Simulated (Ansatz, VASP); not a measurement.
Ge in VASP and in Ansatz

The input INCAR:

```
PREC = Accurate ; ENCUT = 600
EDIFF = 1E-7 ; ISMEAR = 0
SIGMA = 0.1 ; LREAL = F
LASPH = T ; NELM = 60
ALGO = Normal ; ISIF = 3
LWAVE = F ; LCHARG = F
GGA = PE ; IBRION = 2
NSW = 90 ; EDIFFG = -0.04
```

The input KPOINTS:

```
Automatic mesh
0
Gamma
  6 6 4
```

POSCAR

```
Ge
1.0
    1.6204721700     -2.1509073000      0.0000000000
    1.6204721700      2.1509073000      0.0000000000
    0.0000000000      0.0000000000      6.9423238800
Ge
2
Direct
    0.0000000000      0.0000000000      0.6787931200
    0.0000000000      0.0000000000      0.3212068800
```

Input for Ansatz:

```yaml
crystal:
  lattice:
    - [1.62047217, -2.1509073, 0.0]
    - [1.62047217, 2.1509073, 0.0]
    - [0.0, 0.0, 6.94232388]
  atoms:
    - { symbol: Ge, position: [0.0, 0.0, 0.67879312] }
    - { symbol: Ge, position: [0.0, 0.0, 0.32120688] }
basis:
  ecutwfc: 420
kpoints:
  mp_grid: { grid: [6, 6, 4] }
hamiltonian:
  xc: pbe
scf:
  occupations: { method: gaussian, width: 0.1 }
  lower_state_search: "off"
output:
  forces: true
  stress: true
  eigenvalues: true
relax:
  adjacent_minimum: "off"
  f_tol: 0.04
  max_steps: 70
  cell: { stress_tol: 0.4 }
```

Alike in both runs: task relaxation of cell and atoms; functional PBE; k mesh 6 × 6 × 4; occupations gaussian, width 0.1 eV; no spin polarisation.

```csv
,VASP,Ansatz
version,VASP 6.6.1,Ansatz 0.2.0
potentials or method,"VASP PAW PBE potentials, release 64 (Ge_d), cutoff 600 eV","scalar-relativistic, plane waves, PAW"
valence electrons in the cell,28,28
```

|  | VASP | Ansatz | Ansatz less VASP |
| --- | --- | --- | --- |
| gap on the k mesh at the Fermi level, each at its own relaxed structure (eV) | none | none | - |
| relaxed volume (Å³/atom) | 19.84 | 19.98 | +0.132 |
| relaxed length of the cell vector where the two differ most in proportion (Å) | 2.789 | 2.743 | -0.0464 |

A gap of «none» marks a metal or a gap that the smearing closes.

The k mesh is coarse, so the values compare programs but aren't converged. Noted on VASP's run: the volume moved by over 15 % at a fixed basis, so the end points are rough.
